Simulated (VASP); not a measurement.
Lu, 1 atom in the cell. It takes space group Im-3m (No. 229, cubic). Conventional cell: a = 3.908 Å, b = 3.908 Å, c = 3.908 Å, α = 90.00°, β = 90.00°, γ = 90.00°. Within 4.4 Å of Lu (site symmetry m-3m) lie 14 Lu at 3.38 to 3.91 Å. 

* Program: VASP 6.6.1
* Task: single point
* Functional: PBEsol
* Potentials or basis: VASP PAW PBE potentials, release 64 (Lu)
* Cutoff: 520 eV
* k mesh: 10 × 10 × 10
* Occupations: gaussian, width 0.05 eV
* Spin: no spin polarisation
* Dipole correction: no
* Further INCAR settings: ALGO = Fast; EDIFF = 1e-06; NBANDS = 18

Potentials or basis: VASP PAW PBE potentials, release 64 (Lu).

Launch:

```sh
$ cat potpaw_PBE.64/Lu/POTCAR > POTCAR
$ mpirun -np 1 vasp_std > vasp.out
```

Hardware: 1 thread of Intel(R) Xeon(R) 6975P-C (Granite Rapids), on a shared host.

Q: How long does it take, and how much memory?

A: It took 22 s on 1 thread of Intel(R) Xeon(R) 6975P-C (Granite Rapids) (shared host), peak memory 0.18 GiB. Counts: scf iterations 19, k points 47.
